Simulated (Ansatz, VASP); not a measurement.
Al3Ni5 in VASP and in Ansatz

```xyz
8
Lattice="3.2933 -3.6919 0.0000 3.2933 3.6919 0.0000 0.0000 0.0000 3.7204" Properties=species:S:1:pos:R:3 pbc="T T T"
Al    3.2933    0.0000    0.1090
Al    3.2933   -2.0652    2.0477
Al    3.2933    2.0652    2.0477
Ni    0.0000    0.0000   -0.0687
Ni    1.6467    1.8460   -0.0567
Ni    1.6467   -1.8460   -0.0567
Ni    1.8195    0.0000    1.8400
Ni    4.7672    0.0000    1.8400
```

Change from the starting cell: mode 19 (328.0 1/cm) frozen in, largest displacement +0.188 Å.

Alike in both runs: task single point; functional PBEsol; k mesh 8 × 8 × 10; occupations gaussian, width 0.15 eV; no spin polarisation.

|  | VASP | Ansatz |
| --- | --- | --- |
| version | VASP 6.6.1 | Ansatz 0.2.0 |
| potentials or method | VASP PAW PBE potentials, release 64 (Al, Ni), cutoff 520 eV | scalar-relativistic, plane waves, PAW |
| valence electrons in the cell | 59 | 99 |

```csv
,VASP,Ansatz,Ansatz less VASP
gap on the k mesh at the Fermi level (eV),none,none,-
pressure (GPa),3.3,3.2,-0.17
"traceless stress, the component that is largest in VASP (GPa)",-1.35,-1.37,-0.021
rms of the force components (eV/Å),0.861,0.857,-0.0040
```

VASP's potentials were made for PBE, not for PBEsol. Atom by atom the forces differ by 0.005 eV/Å (rms over components). A gap of «none» marks a metal or a gap that the smearing closes. The functional is the same, so the differences come from potentials, cutoffs and numerics. VASP's potentials hold 59 valence electrons a cell and Ansatz's 99, so a difference there can come from the potentials and not from the codes.
